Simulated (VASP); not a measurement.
# PbI2 (P-3m1) in VASP: further runs

PbI2 is run at these levels: PBE, HSE06; tasks: single point.

All numbers are computed with VASP 6.6.1; they aren't measurements. Logs are shortened: lines on timing, memory, paths and dates and some standing lists are left out, and cuts for length are marked.

### 1 The cell of the first run

Symmetry: P-3m1, No. 164, trigonal system. The conventional cell has a = 4.564 Å, b = 4.564 Å, c = 7.048 Å, α = 90.00°, β = 90.00°, γ = 120.00°. Within 4.3 Å of Pb (site symmetry -3m) lie 6 I at 3.24 Å. I (site symmetry 3m) has 3 Pb at 3.24 Å and 3 I at 4.21 Å within 4.3 Å.

### 2 Single point, PBE

Input file INCAR:

```
ALGO     = Normal         # electronic algorithm
EDIFF    = 1E-6           # SCF threshold, eV
ENCUT    = 500            # plane-wave cutoff, eV
GGA      = PE             # functional
GGA_COMPAT= False        
ISIF     = 2              # what is computed and relaxed
ISMEAR   = 0              # smearing method
LASPH    = True           # aspherical terms in the spheres
LCHARG   = True           # write CHGCAR
LELF     = True           # ELF
LREAL    = False          # projectors in reciprocal space
LVHAR    = True         
LWAVE    = False          # write WAVECAR
NBANDS   = 21             # bands
NELM     = 120            # most SCF steps
PREC     = Accurate       # precision mode
SIGMA    = 0.01           # smearing width, eV
```

Input file KPOINTS:

```
k-points
0
Gamma
  6 6 2
```

Input file POSCAR:

```
PbI2
1.0
    4.5640817433      0.0000000000      0.0000000000
   -2.2820408717      3.9526107346      0.0000000000
    0.0000000000      0.0000000000      7.0475120655
Pb I
1 2
Direct
    0.0000000000      0.0000000000      0.0000000000
    0.3333333333      0.6666666667      0.2667068000
    0.6666666667      0.3333333333      0.7332932000
```

Potentials or basis: VASP PAW PBE potentials, release 64 (Pb_d, I).

On the command line:

```console
$ cat potpaw_PBE.64/Pb_d/POTCAR potpaw_PBE.64/I/POTCAR > POTCAR
$ mpirun -np 1 vasp_std > vasp.out
```

OUTCAR:

```text
EDIFF = 1E-6
   ENCUT = 500
   GGA = PE
   ISIF = 2
   ISMEAR = 0
   LASPH = True
   LREAL = False
   NELM = 120
   PREC = Accurate

 ion  position               nearest neighbor table
   1  0.000  0.000  0.000-   2 3.24   3 3.24   2 3.24   3 3.24   3 3.24   2 3.24
   2  0.333  0.667  0.267-   1 3.24   1 3.24   1 3.24
   3  0.667  0.333  0.733-   1 3.24   1 3.24   1 3.24

  LATTYP: Found a hexagonal cell.
 ALAT       =     4.5640817433
 C/A-ratio  =     1.5441248562

  Lattice vectors:

 A1 = (   4.5640817433,   0.0000000000,   0.0000000000)
 A2 = (  -2.2820408717,   3.9526107346,   0.0000000000)
 A3 = (   0.0000000000,   0.0000000000,   7.0475120655)

Analysis of symmetry for initial positions (statically):
=====================================================================
 Subroutine PRICEL returns:
 Original cell was already a primitive cell.

 Routine SETGRP: Setting up the symmetry group for a
 hexagonal supercell.

 Subroutine GETGRP returns: Found 12 space group operations
 (whereof 12 operations were pure point group operations)
 out of a pool of 24 trial point group operations.

The static configuration has the point symmetry D_3d.

Analysis of symmetry for dynamics (positions and initial velocities):
=====================================================================
 Subroutine PRICEL returns:
 Original cell was already a primitive cell.

 Routine SETGRP: Setting up the symmetry group for a
 hexagonal supercell.

 Subroutine GETGRP returns: Found 12 space group operations
 (whereof 12 operations were pure point group operations)
 out of a pool of 24 trial point group operations.

The dynamic configuration has the point symmetry D_3d.

 Subroutine INISYM returns: Found 12 space group operations
 (whereof 12 operations are pure point group operations),
 and found     1 'primitive' translations

----------------------------------------------------------------------------------------

                                     Primitive cell

  volume of cell :     127.1374

  direct lattice vectors                    reciprocal lattice vectors
     4.564081743  0.000000000  0.000000000     0.219102123  0.126498670  0.000000000
    -2.282040872  3.952610735  0.000000000     0.000000000  0.252997340  0.000000000
     0.000000000  0.000000000  7.047512066     0.000000000  0.000000000  0.141894046

  length of vectors
     4.564081743  4.564081743  7.047512066     0.252997340  0.252997340  0.141894046

  position of ions in fractional coordinates (direct lattice)
     0.000000000  0.000000000  0.000000000
     0.333333333  0.666666667  0.266706800
     0.666666667  0.333333333  0.733293200

  ion indices of the primitive-cell ions
   primitive index   ion index
                 1           1
                 2           2
                 3           3

----------------------------------------------------------------------------------------

 KPOINTS: k-points

Automatic generation of k-mesh.
 Grid dimensions read from file:
 generate k-points for:    6    6    2

 Generating k-lattice:

  Cartesian coordinates                     Fractional coordinates (reciprocal lattice)
     0.036517021  0.021083112  0.000000000     0.166666667  0.000000000  0.000000000
     0.000000000  0.042166223  0.000000000     0.000000000  0.166666667  0.000000000
     0.000000000  0.000000000  0.070947023     0.000000000  0.000000000  0.500000000

  Length of vectors
     0.042166223  0.042166223  0.070947023

  Shift w.r.t. Gamma in fractional coordinates (k-lattice)
     0.000000000  0.000000000  0.000000000

 Subroutine IBZKPT returns following result:
 ===========================================

 Found     14 irreducible k-points:

 Following reciprocal coordinates:
            Coordinates               Weight
  0.000000  0.000000  0.000000      1.000000
  0.166667  0.000000  0.000000      6.000000
  0.333333 -0.000000  0.000000      6.000000
  0.500000 -0.000000  0.000000      3.000000
  0.166667  0.166667  0.000000      6.000000
  0.333333  0.166667  0.000000     12.000000
  0.333333  0.333333  0.000000      2.000000
  0.000000  0.000000  0.500000      1.000000
  0.166667  0.000000  0.500000      6.000000
  0.333333 -0.000000  0.500000      6.000000
  0.500000 -0.000000  0.500000      3.000000
  0.166667  0.166667  0.500000      6.000000
  0.333333  0.166667  0.500000     12.000000
  0.333333  0.333333  0.500000      2.000000
   k-points           NKPTS =     14   k-points in BZ     NKDIM =     14   number of bands    NBANDS=     21
   number of dos      NEDOS =    301   number of ions     NIONS =      3
   total plane-waves  NPLWV =  69984
   dimension x,y,z NGX =    36 NGY =   36 NGZ =   54
   dimension x,y,z NGXF=    72 NGYF=   72 NGZF=  108
   ions per type =               1   2
   NGX,Y,Z   is equivalent  to a cutoff of  13.11, 13.11, 12.74 a.u.
   NGXF,Y,Z  is equivalent  to a cutoff of  26.23, 26.23, 25.48 a.u.
 SYSTEM =  unknown system
   PREC   = accura    normal or accurate (medium, high low for compatibility)
   ISTART =      0    job   : 0-new  1-cont  2-samecut
   ICHARG =      2    charge: 1-file 2-atom 10-const
   ISPIN  =      1    spin polarized calculation?
   LNONCOLLINEAR =      F non collinear calculations
   LSORBIT =      F    spin-orbit coupling
   LASPH  =      T    aspherical Exc in radial PAW
   ENCUT  =  500.0 eV  36.75 Ry    6.06 a.u.   8.32  8.32 12.85*2*pi/ulx,y,z
   NELM   =    120;   NELMIN=  2; NELMDL= -5     # of ELM steps
   EDIFF  = 0.1E-05   stopping-criterion for ELM
   LREAL  =      F    real-space projection
   EDIFFG = 0.1E-04   stopping-criterion for IOM
   NSW    =      0    number of steps for IOM
   IBRION =     -1    ionic relax: 0-MD 1-quasi-New 2-CG
   NFREE  =      0    steps in history (QN), initial steepest desc. (CG)
   ISIF   =      2    stress and relaxation
   ISYM   =      2    0-nonsym 1-usesym 2-fastsym
   POTIM  = 0.5000    time-step for ionic-motion
   TEBEG  =    0.0;   TEEND  =   0.0 temperature during run
   PSTRESS=    0.0 pullay stress
   NELECT =      28.0000    total number of electrons
   NUPDOWN=      -1.0000    fix difference up-down
   EMIN   =  10.00;   EMAX   =-10.00  energy-range for DOS
   EFERMI =   0.00;   METHOD = LEGACY
   ISMEAR =     0;   SIGMA  =   0.01  broadening in eV -4-tet -1-fermi 0-gaus
   EFERMI_NEDOS =   21; number of points for ismear=-14 and -15
   IALGO  =     38    algorithm
   IMIX   =      4    mixing-type and parameters
     AMIX     =   0.40;   BMIX     =  1.00
     AMIX_MAG =   1.60;   BMIX_MAG =  1.00
  volume/ion in A,a.u.               =      42.38       285.99
  Fermi-wavevector in a.u.,A,eV,Ry     =   0.988636  1.868251 13.298349  0.977401
  Thomas-Fermi vector in A             =   2.120177
   LORBIT       =      0    0 simple, 1 ext, 2 COOP (PROOUT), +10 PAW based schemes
   GGA     = PE    functional components
   LHFCALC =     F    Hartree Fock is set to
   AEXX    =    0.0000 exact exchange contribution
   IVDW    =     0    specifies the selected vdW correction
   LEPSILON=     F    determine dielectric tensor
   LRPA    =     F    only Hartree local field effects (RPA)
 non-spin polarized calculation
 Gauss-broadening in eV      SIGMA  =   0.01
  energy-cutoff  :      500.00
  volume of cell :      127.14
 maximum number of plane-waves:      3244
 NGX is ok and might be reduce to    36
   NGX = 17   NGY = 17   NGZ = 25

 number of electron      27.9999999 magnetization

 Free energy of the ion-electron system (eV)
  ---------------------------------------------------
  ext. energy  EPLUGINS =         0.00000000
  ---------------------------------------------------
  free energy    TOTEN  =        -8.56919540 eV

  energy without entropy =       -8.56919540  energy(sigma->0) =       -8.56919540

 E-fermi :   2.6713     XC(G=0):  -8.0740

 val. band max:        2.5565261451   @ k =   0.0000   0.0000   0.5000
 cond. band min:       4.7862688001   @ k =   0.0000   0.0000   0.5000
 fundamental gap:      2.2297426550
 Fermi energy:         2.6713115420

 k-point     1 :       0.0000    0.0000    0.0000
  band No.  band energies     occupation
      1     -13.5886      2.00000
      2     -13.5886      2.00000
      3     -13.5752      2.00000
      4     -13.5685      2.00000
      5     -13.5685      2.00000
      6      -9.5966      2.00000
[... 13 lines left out ...]
     20      10.3816      0.00000
     21      10.4612      0.00000

 k-point     2 :       0.1667    0.0000    0.0000
  band No.  band energies     occupation
      1     -13.5973      2.00000
      2     -13.5853      2.00000
      3     -13.5729      2.00000
      4     -13.5699      2.00000
      5     -13.5673      2.00000
      6      -9.4763      2.00000
[... 13 lines left out ...]
     20       9.9379      0.00000
     21      10.5604      0.00000

 k-point     3 :       0.3333   -0.0000    0.0000
  band No.  band energies     occupation
      1     -13.6165      2.00000
      2     -13.5819      2.00000
      3     -13.5755      2.00000
      4     -13.5640      2.00000
      5     -13.5616      2.00000
      6      -9.1821      2.00000
[... 13 lines left out ...]
     20      10.8042      0.00000
     21      11.3589      0.00000

 k-point     4 :       0.5000   -0.0000    0.0000
  band No.  band energies     occupation
      1     -13.6263      2.00000
      2     -13.5815      2.00000
      3     -13.5771      2.00000
      4     -13.5604      2.00000
      5     -13.5574      2.00000
      6      -8.9673      2.00000
[... 13 lines left out ...]
     20      11.5454      0.00000
     21      12.2928      0.00000

 k-point     5 :       0.1667    0.1667    0.0000
  band No.  band energies     occupation
      1     -13.6083      2.00000
      2     -13.5858      2.00000
      3     -13.5719      2.00000
      4     -13.5697      2.00000
      5     -13.5623      2.00000
      6      -9.2666      2.00000
[... 13 lines left out ...]
     20      10.5334      0.00000
     21      11.2156      0.00000

 k-point     6 :       0.3333    0.1667    0.0000
  band No.  band energies     occupation
      1     -13.6181      2.00000
      2     -13.5887      2.00000
      3     -13.5733      2.00000
      4     -13.5637      2.00000
      5     -13.5591      2.00000
      6      -8.9835      2.00000
[... 13 lines left out ...]
     20      10.8110      0.00000
     21      11.9859      0.00000

 k-point     7 :       0.3333    0.3333    0.0000
  band No.  band energies     occupation
      1     -13.6053      2.00000
      2     -13.6053      2.00000
      3     -13.5659      2.00000
      4     -13.5659      2.00000
      5     -13.5625      2.00000
      6      -8.8082      2.00000
[... 13 lines left out ...]
     20       9.7507      0.00000
     21      11.6459      0.00000

 k-point     8 :       0.0000    0.0000    0.5000
  band No.  band energies     occupation
      1     -13.5886      2.00000
      2     -13.5886      2.00000
      3     -13.5751      2.00000
      4     -13.5684      2.00000
      5     -13.5684      2.00000
      6      -9.4305      2.00000
[... 13 lines left out ...]
     20       9.8985      0.00000
     21      10.5922      0.00000

 k-point     9 :       0.1667    0.0000    0.5000
  band No.  band energies     occupation
      1     -13.5975      2.00000
      2     -13.5853      2.00000
      3     -13.5729      2.00000
      4     -13.5699      2.00000
      5     -13.5673      2.00000
      6      -9.3205      2.00000
[... 13 lines left out ...]
     20      10.2737      0.00000
     21      10.3415      0.00000

 k-point    10 :       0.3333   -0.0000    0.5000
  band No.  band energies     occupation
      1     -13.6168      2.00000
      2     -13.5819      2.00000
      3     -13.5756      2.00000
      4     -13.5639      2.00000
      5     -13.5616      2.00000
      6      -9.0647      2.00000
[... 13 lines left out ...]
     20      10.3923      0.00000
     21      10.5739      0.00000

 k-point    11 :       0.5000   -0.0000    0.5000
  band No.  band energies     occupation
      1     -13.6266      2.00000
      2     -13.5815      2.00000
      3     -13.5772      2.00000
      4     -13.5604      2.00000
      5     -13.5574      2.00000
      6      -8.8962      2.00000
[... 13 lines left out ...]
     20      10.7185      0.00000
     21      11.4215      0.00000

 k-point    12 :       0.1667    0.1667    0.5000
  band No.  band energies     occupation
      1     -13.6085      2.00000
      2     -13.5858      2.00000
      3     -13.5719      2.00000
      4     -13.5696      2.00000
      5     -13.5623      2.00000
      6      -9.1358      2.00000
[... 13 lines left out ...]
     20      10.1894      0.00000
     21      10.4130      0.00000

 k-point    13 :       0.3333    0.1667    0.5000
  band No.  band energies     occupation
      1     -13.6184      2.00000
      2     -13.5887      2.00000
      3     -13.5733      2.00000
      4     -13.5637      2.00000
      5     -13.5591      2.00000
      6      -8.9095      2.00000
[... 13 lines left out ...]
     20      10.6744      0.00000
     21      10.8150      0.00000

 k-point    14 :       0.3333    0.3333    0.5000
  band No.  band energies     occupation
      1     -13.6054      2.00000
      2     -13.6054      2.00000
      3     -13.5659      2.00000
      4     -13.5659      2.00000
      5     -13.5624      2.00000
      6      -8.8050      2.00000
[... 13 lines left out ...]
     20      10.2754      0.00000
     21      10.6955      0.00000

------------------------ aborting loop because EDIFF is reached ----------------------------------------

  FORCE on cell =-STRESS in cart. coord.  units (eV):
  Direction    XX          YY          ZZ          XY          YZ          ZX
  --------------------------------------------------------------------------------------
  -------------------------------------------------------------------------------------
  Total        1.0058429      1.0058429      0.9674745     -0.0000000      0.0000000      0.0000000
  in kB       12.6755690     12.6755690     12.1920523     -0.0000000      0.0000000      0.0000000
  external PRESSURE =      12.5143968 kB  Pullay stress =       0.0000000 kB

 VOLUME and BASIS-vectors are now :
 -----------------------------------------------------------------------------
  energy-cutoff  :      500.00
  volume of cell :      127.14
      direct lattice vectors                 reciprocal lattice vectors
     4.564081743  0.000000000  0.000000000     0.219102123  0.126498670  0.000000000
    -2.282040872  3.952610735  0.000000000     0.000000000  0.252997340  0.000000000
     0.000000000  0.000000000  7.047512066     0.000000000  0.000000000  0.141894046

 POSITION                                       TOTAL-FORCE (eV/Angst)
 -----------------------------------------------------------------------------------
      0.00000      0.00000      0.00000         0.000000      0.000000      0.000000
     -0.00000      2.63507      1.87962         0.000000     -0.000000      0.044441
      2.28204      1.31754      5.16789        -0.000000      0.000000     -0.044441
 -----------------------------------------------------------------------------------
    total drift:                               -0.000000     -0.000000      0.000000

  FREE ENERGIE OF THE ION-ELECTRON SYSTEM (eV)
  ---------------------------------------------------
  free  energy   TOTEN  =        -8.5691954040 eV

  energy  without entropy=       -8.5691954040  energy(sigma->0) =       -8.56919540
```

Run time: 32 s. Hardware: 1 thread of Intel Xeon Platinum 8259CL at 2.50GHz (Skylake/Cascade Lake), shared host; peak memory 0.24 GiB.

What came out:

```yaml
Free_energy: -8.5692 eV
Pressure: 1.3 GPa
Largest_force: 0.044 eV/Å
Band_gap_on_the_k_mesh: 2.23 eV
```

Forces on the atoms (eV/Å):
```
Pb   0.000  0.000  0.000
I    0.000  0.000  0.044
I    0.000  0.000 -0.044
```

Caveat: the k points lie up to 0.45 Å⁻¹ apart; spin-orbit coupling is left out, which moves the levels of the heavy elements; this functional lacks dispersion, which binds layers or chains, so the pressure and a relaxed spacing across them are unreliable.

### 3 Single point, HSE06

POSCAR is that of step 2.

Input file INCAR.step1:

```
SYSTEM = PbI2
PREC     = Accurate       ! precision mode
ENCUT    = 400            ! plane-wave cutoff, eV
EDIFF    = 1E-5           ! SCF threshold, eV
ISMEAR   = 0              ! smearing method
SIGMA    = 0.01           ! smearing width, eV
LREAL    = .FALSE.        ! projectors in reciprocal space
LASPH    = .TRUE.         ! aspherical terms in the spheres
NELM     = 120            ! most SCF steps
ALGO     = Normal         ! electronic algorithm
ISIF     = 2              ! what is computed and relaxed
LWAVE    = .TRUE.         ! write WAVECAR
LCHARG   = .FALSE.        ! write CHGCAR
NBANDS   = 21             ! bands
GGA      = PE             ! functional
GGA_COMPAT= .FALSE.
```

Input file INCAR.step2:

```
SYSTEM = PbI2
PREC     = Accurate       ! precision mode
ENCUT    = 400            ! plane-wave cutoff, eV
EDIFF    = 1E-6           ! SCF threshold, eV
ISMEAR   = 0              ! smearing method
SIGMA    = 0.01           ! smearing width, eV
LREAL    = .FALSE.        ! projectors in reciprocal space
LASPH    = .TRUE.         ! aspherical terms in the spheres
NELM     = 120            ! most SCF steps
ALGO     = Normal         ! electronic algorithm
ISIF     = 2              ! what is computed and relaxed
LWAVE    = .FALSE.        ! write WAVECAR
LCHARG   = .FALSE.        ! write CHGCAR
GGA      = PE             ! functional
LHFCALC  = .TRUE.         ! exact exchange
HFSCREEN = 0.2079         ! screening, 1/A
PRECFOCK = Normal       
NBANDS   = 21             ! bands
ISTART   = 1            
GGA_COMPAT= .FALSE.
```

Input file KPOINTS:

```
Automatic mesh
0
G
  6 6 2
  0 0 0
```

Potentials or basis: VASP PAW PBE potentials, release 64 (Pb_d, I).

On the command line:

```console
$ cat potpaw_PBE.64/Pb_d/POTCAR potpaw_PBE.64/I/POTCAR > POTCAR
$ cp INCAR.step1 INCAR
$ mpirun -np 1 vasp_std > vasp.out
$ cp INCAR.step2 INCAR
$ mpirun -np 1 vasp_std > vasp.out
```

It took 35 min on 1 thread of Intel Xeon Platinum 8259CL at 2.50GHz (Skylake/Cascade Lake), shared host; peak memory 0.33 GiB.

Results (log left out):

```
Free energy            : -10.3363 eV
Pressure               : 0.7 GPa
Largest force          : 0.077 eV/Å
Band gap on the k mesh : 2.93 eV
```

Forces on the atoms (eV/Å):
```
Pb   0.000  0.000  0.000
I    0.000  0.000 -0.077
I    0.000  0.000  0.077
```

Stress tensor (GPa, compression positive):
```
0.72 0.00 0.00
0.00 0.72 0.00
0.00 0.00 0.57
```

Levels at points of the mesh, in eV from the valence-band top:
```
           k point  band 12  band 13  band 14  band 15  band 16  band 17
(0.00, 0.00, 0.00)    -1.08    -1.08    -0.88     3.18     4.08     4.08
(0.50, 0.00, 0.00)    -1.77    -0.93    -0.45     3.55     4.38     5.43
(0.00, 0.00, 0.50)    -0.89    -0.89     0.00     2.93     3.89     3.89
(0.50, 0.00, 0.50)    -1.49    -1.32    -0.80     3.89     4.43     4.85
```

Caveat: the k points lie up to 0.45 Å⁻¹ apart; the PAW data sets were made with another functional, which shifts forces and pressure a little; spin-orbit coupling is left out, which moves the levels of the heavy elements; this functional lacks dispersion, which binds layers or chains, so the pressure and a relaxed spacing across them are unreliable.
